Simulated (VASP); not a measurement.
# C (P6/mmm) in VASP: further runs, part 2 of 2

VASP 6.6.1. Earlier steps stand in the parts before.

### Step 3. Single point, PBE+D3(BJ) (strain along c alone, the other axes held: -4.5 %)

The input, INCAR:

```
  PREC = Accurate
  ENCUT = 520
  EDIFF = 1E-6
  ISMEAR = 0
  SIGMA = 0.1
  LREAL = False
  LASPH = True
  NELM = 80
  ALGO = Normal
  ISIF = 2
  LWAVE = False
  LCHARG = False
  GGA = PE
  IVDW = 12
  NBANDS = 11
```

The input, KPOINTS:

```
Automatic mesh
0
Gamma
  24 24 14
```

The input, POSCAR:

```
C
1.0
    2.4647381471      0.0000000000      0.0000000000
   -1.2323690736      2.1345258491      0.0000000000
    0.0000000000      0.0000000000      3.4068921994
C
2
Direct
    0.3333333333      0.6666666667      0.0000000000
    0.6666666667      0.3333333333      0.0000000000
```

Potentials or basis: VASP PAW PBE potentials, release 64 (C).

Started as:

```sh
> cat potpaw_PBE.64/C/POTCAR > POTCAR
> mpirun -np 1 vasp_std > vasp.out
```

OUTCAR:

```text
PREC = Accurate
   ENCUT = 520
   EDIFF = 1E-6
   ISMEAR = 0
   LREAL = False
   LASPH = True
   NELM = 80
   ISIF = 2
   GGA = PE
   IVDW = 12
 IVDW          = 12

 ion  position               nearest neighbor table
   1  0.333  0.667  0.000-   2 1.42   2 1.42   2 1.42
   2  0.667  0.333  0.000-   1 1.42   1 1.42   1 1.42

  LATTYP: Found a hexagonal cell.
 ALAT       =     2.4647381471
 C/A-ratio  =     1.3822532034

  Lattice vectors:

 A1 = (   2.4647381471,   0.0000000000,   0.0000000000)
 A2 = (  -1.2323690736,   2.1345258491,   0.0000000000)
 A3 = (   0.0000000000,   0.0000000000,   3.4068921994)

Analysis of symmetry for initial positions (statically):
=====================================================================
 Subroutine PRICEL returns:
 Original cell was already a primitive cell.

 Routine SETGRP: Setting up the symmetry group for a
 hexagonal supercell.

 Subroutine GETGRP returns: Found 24 space group operations
 (whereof 24 operations were pure point group operations)
 out of a pool of 24 trial point group operations.

The static configuration has the point symmetry D_6h.

Analysis of symmetry for dynamics (positions and initial velocities):
=====================================================================
 Subroutine PRICEL returns:
 Original cell was already a primitive cell.

 Routine SETGRP: Setting up the symmetry group for a
 hexagonal supercell.

 Subroutine GETGRP returns: Found 24 space group operations
 (whereof 24 operations were pure point group operations)
 out of a pool of 24 trial point group operations.

The dynamic configuration has the point symmetry D_6h.

 Subroutine INISYM returns: Found 24 space group operations
 (whereof 24 operations are pure point group operations),
 and found     1 'primitive' translations

----------------------------------------------------------------------------------------

[... 118 lines left out ...]
   LHFCALC =     F    Hartree Fock is set to
   AEXX    =    0.0000 exact exchange contribution
   IVDW    =    12    specifies the selected vdW correction
   LEPSILON=     F    determine dielectric tensor
   LRPA    =     F    only Hartree local field effects (RPA)
 non-spin polarized calculation
 Gauss-broadening in eV      SIGMA  =   0.10
  energy-cutoff  :      520.00
  volume of cell :       17.92
 maximum number of plane-waves:       498
   NGX =  9   NGY =  9   NGZ = 13

 number of electron       7.9999998 magnetization

 Free energy of the ion-electron system (eV)
  ---------------------------------------------------
  ext. energy  EPLUGINS =         0.00000000
  ---------------------------------------------------
  free energy    TOTEN  =       -18.40581423 eV

  energy without entropy =      -18.40554800  energy(sigma->0) =      -18.40568111

 E-fermi :   4.5979     XC(G=0): -10.2012

 val. band max:        4.5600806197   @ k =   0.3333   0.2917   0.0000
 cond. band min:       4.6499400985   @ k =   0.3333   0.2917   0.5000
 fundamental gap:      0.0898594788
 Fermi energy:         4.5979257424

 k-point     1 :       0.0000    0.0000    0.0000
  band No.  band energies     occupation
      1     -15.0782      2.00000
      2      -2.0691      2.00000
      3       1.5395      2.00000
      4       1.5395      2.00000
      5       8.7286      0.00000
      6      12.8656      0.00000
      7      12.8656      0.00000
      8      16.2203      0.00000
      9      16.9311      0.00000
     10      26.6989      0.00000
     11      30.0778      0.00000
[... 309 lines left out ...]
 k-point    24 :       0.4583    0.0417    0.0000
  band No.  band energies     occupation
      1      -9.9324      2.00000
      2      -8.5287      2.00000
      3      -1.9808      2.00000
      4       2.8797      2.00000
      5       7.1852      0.00000
      6      11.9803      0.00000
      7      15.3114      0.00000
      8      16.4275      0.00000
      9      23.3007      0.00000
     10      24.3084      0.00000
     11      27.1278      0.00000

 [... further k-points ...]

------------------------ aborting loop because EDIFF is reached ----------------------------------------

 Edisp (eV)   -0.30687

 E8    (eV) :    -0.0867

  FORCE on cell =-STRESS in cart. coord.  units (eV):
  Direction    XX          YY          ZZ          XY          YZ          ZX
  --------------------------------------------------------------------------------------
  -------------------------------------------------------------------------------------
  Total       0.04249     0.04249     0.21654    -0.00000    -0.00000     0.00000
  in kB       3.79792     3.79792    19.35631    -0.00000    -0.00000     0.00000
  external pressure =        8.98 kB  Pullay stress =        0.00 kB

 VOLUME and BASIS-vectors are now :
 -----------------------------------------------------------------------------
  energy-cutoff  :      520.00
  volume of cell :       17.92
      direct lattice vectors                 reciprocal lattice vectors
     2.464738147  0.000000000  0.000000000     0.405722612  0.234244060  0.000000000
    -1.232369074  2.134525849  0.000000000     0.000000000  0.468488119  0.000000000
     0.000000000  0.000000000  3.406892199     0.000000000  0.000000000  0.293522642

 POSITION                                       TOTAL-FORCE (eV/Angst)
 -----------------------------------------------------------------------------------
     -0.00000      1.42302      0.00000        -0.000000      0.000000     -0.000000
      1.23237      0.71151      0.00000         0.000000     -0.000000      0.000000
 -----------------------------------------------------------------------------------
    total drift:                                0.000000     -0.000000      0.000000

  FREE ENERGIE OF THE ION-ELECTRON SYSTEM (eV)
  ---------------------------------------------------
  free  energy   TOTEN  =       -18.7126829405 eV

  energy  without entropy=      -18.7124167158  energy(sigma->0) =      -18.71254983
```

Wall time 80 s (1 thread of Intel Xeon 8259CL, shared host); peak memory 0.19 GiB.

What came out:

```yaml
Free_energy: -18.7127 eV
Pressure: 0.9 GPa
Band_gap_on_the_k_mesh: zero (bands 4 and 5 overlap by 1.23 eV)
Dispersion_energy_per_atom: -0.153 eV
```

Stress tensor (GPa, compression positive):
```
0.38 0.00 0.00
0.00 0.38 0.00
0.00 0.00 1.94
```

Levels at points of the mesh, in eV from the Fermi level:
```tsv
k point	band 1	band 2	band 3	band 4	band 5	band 6	band 7	band 8	band 9
(0.00, 0.00, 0.00)	-19.68	-6.67	-3.06	-3.06	4.13	8.27	8.27	11.62	12.33
(0.50, 0.00, 0.00)	-14.39	-13.33	-6.45	-1.70	2.53	7.19	11.10	11.39	19.10
(0.00, 0.00, 0.50)	-19.41	-8.50	-3.03	-3.03	8.36	8.36	10.18	11.25	12.70
(0.50, 0.00, 0.50)	-14.19	-13.17	-6.40	-3.02	0.88	7.55	13.27	17.10	19.51
```

Caveat: the cell differs from its parent crystal (strain along c alone, the other axes held: -4.5 %).

### Step 4. Single point, PBE+D3(BJ) (strain along c alone, the other axes held: -3.0 %)

The input, INCAR:

```
ALGO = Normal
EDIFF = 1E-6
ENCUT = 520
GGA = PE
ISIF = 2
ISMEAR = 0
IVDW = 12
LASPH = True
LCHARG = False
LREAL = False
LWAVE = False
NBANDS = 11
NELM = 100
PREC = Accurate
SIGMA = 0.1
```

The input, KPOINTS:

```
k-points
0
Gamma
  24 24 14
```

Edit POSCAR of step 3 so:

```diff
@@ -4,3 +4,3 @@
    -1.2323690736      2.1345258491      0.0000000000
-    0.0000000000      0.0000000000      3.4068921994
+    0.0000000000      0.0000000000      3.4604035952
 C
```

Started as:

```sh
> cat potpaw_PBE.64/C/POTCAR > POTCAR
> mpirun -np 1 vasp_std > vasp.out
```

Run time: 80 s. Hardware: 1 thread of Intel Xeon 8259CL, shared host; peak memory 0.19 GiB.

The run converged. Its results:

| Item | Value |
| --- | --- |
| Free energy | -18.7156 eV |
| Pressure | 0.7 GPa |
| Band gap on the k mesh | zero (bands 4 and 5 overlap by 1.12 eV) |
| Dispersion energy per atom | -0.151 eV |

Stress tensor (GPa, compression positive):
```
0.47 0.00 0.00
0.00 0.47 0.00
0.00 0.00 1.17
```

Levels at points of the mesh, in eV from the Fermi level:
```csv
k point,band 1,band 2,band 3,band 4,band 5,band 6,band 7,band 8,band 9
"(0.00, 0.00, 0.00)",-19.65,-6.74,-3.05,-3.05,4.02,8.28,8.28,11.61,12.36
"(0.50, 0.00, 0.00)",-14.37,-13.32,-6.44,-1.75,2.47,7.22,11.04,11.33,18.89
"(0.00, 0.00, 0.50)",-19.42,-8.43,-3.02,-3.02,8.36,8.36,9.83,11.27,12.69
"(0.50, 0.00, 0.50)",-14.20,-13.18,-6.40,-2.96,0.94,7.54,13.22,16.78,19.33
```

Caveat: the cell differs from its parent crystal (strain along c alone, the other axes held: -3.0 %).

### Step 5. Overview

```csv
task,cell,k mesh,cutoff (eV),smearing,gap on the mesh (eV),pressure (GPa)
relaxation of shape and atoms at fixed volume,"relaxed from a = 2.481, b = 2.481, c = 3.590 Å, angles 90.0, 90.0, 120.0°, 2 atoms",18 × 18 × 12,600,fermi-dirac 0.15 eV,none,-0.8
single point,"a = 2.465, b = 2.465, c = 3.407 Å, angles 90.0, 90.0, 120.0°, 2 atoms",24 × 24 × 14,520,gaussian 0.1 eV,none,0.9
single point,"a = 2.465, b = 2.465, c = 3.460 Å, angles 90.0, 90.0, 120.0°, 2 atoms",24 × 24 × 14,520,gaussian 0.1 eV,none,0.7
```

Alike in all rows: level PBE+D3(BJ); potentials or basis VASP PAW PBE potentials, release 64 (C); no spin polarisation.

Total energies depend on the potentials used, so only differences within one code and one set of settings carry meaning.
